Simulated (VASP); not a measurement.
The system is Sc.

```xyz
2
Lattice="3.3090 0.0000 0.0000 -1.6545 2.8657 0.0000 0.0000 0.0000 5.2733" Properties=species:S:1:pos:R:3 pbc="T T T"
Sc    0.0000    1.9105    1.3183
Sc    1.6545    0.9552    3.9550
```

- Program: VASP 6.6.1
- Task: relaxation of cell and atoms
- Functional: LDA
- Potentials or basis: VASP PAW LDA potentials, release 64 (Sc_sv)
- Cutoff: 600 eV
- k mesh: 9 × 9 × 5
- Occupations: fermi-dirac, width 0.1 eV
- Spin: no spin polarisation

At the start: pressure -5.1 GPa; volume 25.00 Å³/atom.

**Question.** Where does the relaxation end?

**Answer.** Over 8 steps the energy falls by 42.2 meV/atom and the volume is 22.63 Å³/atom (-9.5 %); space group P6_3/mmc (No. 194, to 0.1 Å) before and after.

Step by step:
| step | energy change (eV) | largest force (eV/Å) | pressure (GPa) | volume (Å³) |
| --- | --- | --- | --- | --- |
| 1 | 0.0000 | 0.0000 | -5.08 | 50.00 |
| 2 | -0.0800 | 0.0000 | 1.13 | 44.48 |
| 3 | -0.0825 | 0.0000 | 0.10 | 45.23 |
| 4 | -0.0825 | 0.0000 | -0.02 | 45.32 |
| 5 | -0.0839 | 0.0000 | -0.06 | 45.34 |
| 6 | -0.0843 | 0.0000 | -0.09 | 45.35 |
| 7 | -0.0843 | 0.0000 | -0.08 | 45.35 |
| 8 | -0.0843 | 0.0000 | 0.04 | 45.26 |

Final structure:
```xyz
2
Lattice="3.2283 0.0000 0.0000 -1.6142 2.7958 0.0000 0.0000 0.0000 5.0146" Properties=species:S:1:pos:R:3 pbc="T T T"
Sc    0.0000    1.8639    1.2537
Sc    1.6142    0.9319    3.7610
```
